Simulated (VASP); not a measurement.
A run of VASP 6.6.1 is set up as follows.

Contents of INCAR:

```
  PREC = Accurate
  ENCUT = 520
  EDIFF = 1E-6
  ISMEAR = 0
  SIGMA = 0.03
  LREAL = F
  LASPH = T
  NELM = 100
  ALGO = Normal
  ISIF = 2
  LWAVE = F
  LCHARG = F
  GGA = PS
  NBANDS = 11
```

File KPOINTS:

```
Automatic mesh
0
Gamma
  10 10 10
```

POSCAR

```
Sr
1.0
    0.0000000000      3.4150943274      2.4144716895
    3.4150943274      0.0000000000      2.4144716895
    3.4150943274      3.4150943274      0.0000000000
Sr
1
Direct
    0.0000000000      0.0000000000      0.0000000000
```

Potentials or basis: VASP PAW PBE potentials, release 64 (Sr_sv).

Command:

```sh
$ cat potpaw_PBE.64/Sr_sv/POTCAR > POTCAR
$ mpirun -np 1 vasp_std > vasp.out
```

Task: What does it give for the band gap on the k mesh?

Result: Zero (bands 5 and 6 overlap by 0.33 eV).

Task: Predict the pressure.

Result: -1.1 GPa.

Caveat: the PAW data sets were made with another functional, which shifts forces and pressure a little.
